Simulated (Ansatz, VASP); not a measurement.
# GaAs in VASP and in Ansatz

```
Ga As
1.0
     0.00000    2.66452    2.66452
     2.66452    0.00000    2.66452
     2.66452    2.66452    0.00000
Ga As
1 1
Direct
  0.00000 0.00000 0.00000
  0.50000 0.50000 0.50000
```

Alike in both runs: task single point; functional PBEsol; k mesh 6 × 6 × 6; no spin polarisation.

```csv
,VASP,Ansatz
version,VASP 6.6.1,Ansatz 0.2.0
potentials or method,"VASP PAW PBE potentials, release 64 (Ga_d, As)",plane waves
plane-wave cutoff (eV),520,420
occupations,"methfessel-paxton of order 1, width 0.2 eV","cold, width 0.2 eV"
valence electrons in the cell,18,28
```

|  | VASP | Ansatz | Ansatz less VASP |
| --- | --- | --- | --- |
| pressure (GPa) | -1.1 | -1.3 | -0.19 |

VASP's potentials were made for PBE, not for PBEsol. VASP's potentials hold 18 valence electrons a cell and Ansatz's 28, so a difference there can come from the potentials and not from the codes.
